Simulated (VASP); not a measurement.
ZrO2: single point with r2SCAN

The system is ZrO2.

```
CELL_PARAMETERS angstrom
0.00000 -2.54472 -2.54472
0.00000 2.54472 -2.54472
5.08944 0.00000 0.00000
ATOMIC_POSITIONS crystal
Zr 0.50000 0.50000 0.50000
Zr 0.00000 0.00000 0.00000
O 0.00000 0.50000 0.75000
O 0.50000 0.00000 0.25000
O 0.00000 0.50000 0.25000
O 0.50000 0.00000 0.75000
```

```yaml
Program: VASP 6.6.1
Task: single point
Functional: r2SCAN
Potentials_or_basis: VASP PAW PBE potentials, release 64 (Zr_sv, O)
Cutoff: 660 eV
k_mesh: 6 × 6 × 4
Occupations: gaussian, width 0.05 eV
Spin: no spin polarisation
```

The pressure is 0.1 GPa and the band gap on the k mesh is 3.87 eV.

Levels at points of the mesh, in eV from the valence-band top:
| k point | band 22 | band 23 | band 24 | band 25 | band 26 | band 27 |
| --- | --- | --- | --- | --- | --- | --- |
| (0.00, 0.00, 0.00) | -0.55 | -0.55 | 0.00 | 3.87 | 3.87 | 4.28 |
| (0.50, 0.00, 0.00) | -2.03 | -0.61 | -0.61 | 4.28 | 4.28 | 5.18 |
| (0.50, 0.50, 0.00) | -1.52 | 0.00 | 0.00 | 4.28 | 4.28 | 5.25 |
| (0.00, 0.00, 0.50) | -0.59 | -0.59 | -0.59 | 4.50 | 4.50 | 4.68 |
| (0.50, 0.00, 0.50) | -1.68 | -1.68 | -1.68 | 4.49 | 4.49 | 4.49 |
| (0.50, 0.50, 0.50) | -1.38 | -0.21 | -0.21 | 4.91 | 4.91 | 5.10 |

Wall time 8.9 min on 1 thread of Intel Xeon 8259CL, on a shared host, peak memory 0.25 GiB.

Caveat: the PAW data sets were made with another functional, which shifts forces and pressure a little. A k mesh can miss the band edges.
